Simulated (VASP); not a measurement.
A run of VASP 6.6.1 is set up as follows.

Contents of INCAR:

```
SYSTEM = BeSnAs4
PREC = Accurate ; ENCUT = 520
EDIFF = 1E-7 ; ISMEAR = 0
SIGMA = 0.1 ; LREAL = .FALSE.
LASPH = .TRUE. ; NELM = 100
ALGO = Normal ; ISIF = 2
LWAVE = .FALSE. ; LCHARG = .FALSE.
GGA = PE ; NBANDS = 27
```

The input KPOINTS:

```
Automatic mesh
0
G
  8 8 8
  0 0 0
```

The input POSCAR:

```
BeSnAs4
1.0
    0.0000000000      3.9771611760      3.9771611760
    3.9771611760      0.0000000000      3.9771611760
    3.9771611760      3.9771611760      0.0000000000
Be Sn As
1 1 4
Direct
    0.7500000000      0.7500000000      0.7500000000
    0.0000000000      0.0000000000      0.0000000000
    0.3754738513      0.3754738513      0.3754738513
    0.3754738513      0.8735784462      0.3754738513
    0.3754738513      0.3754738513      0.8735784462
    0.8735784462      0.3754738513      0.3754738513
```

Potentials or basis: VASP PAW PBE potentials, release 64 (Be, Sn_d, As).

Command:

```bash
$ cat potpaw_PBE.64/Be/POTCAR potpaw_PBE.64/Sn_d/POTCAR potpaw_PBE.64/As/POTCAR > POTCAR
$ mpirun -np 1 vasp_std > vasp.out
```

Task: What does it give for the band gap on the k mesh?

Result: Zero (band 18 reaches 6.66 eV, above the bottom of band 19 at 4.75 eV).

Task: What does it give for the largest force?

Result: 0.011 eV/Å.

Task: Predict the pressure.

Result: 0.0 GPa.

Forces on the atoms (eV/Å):
```
Be   0.000  0.000  0.000
Sn   0.000  0.000  0.000
As   0.006  0.006  0.006
As  -0.006  0.006 -0.006
As  -0.006 -0.006  0.006
As   0.006 -0.006 -0.006
```

Caveat: spin-orbit coupling is left out, which moves the levels of the heavy elements.
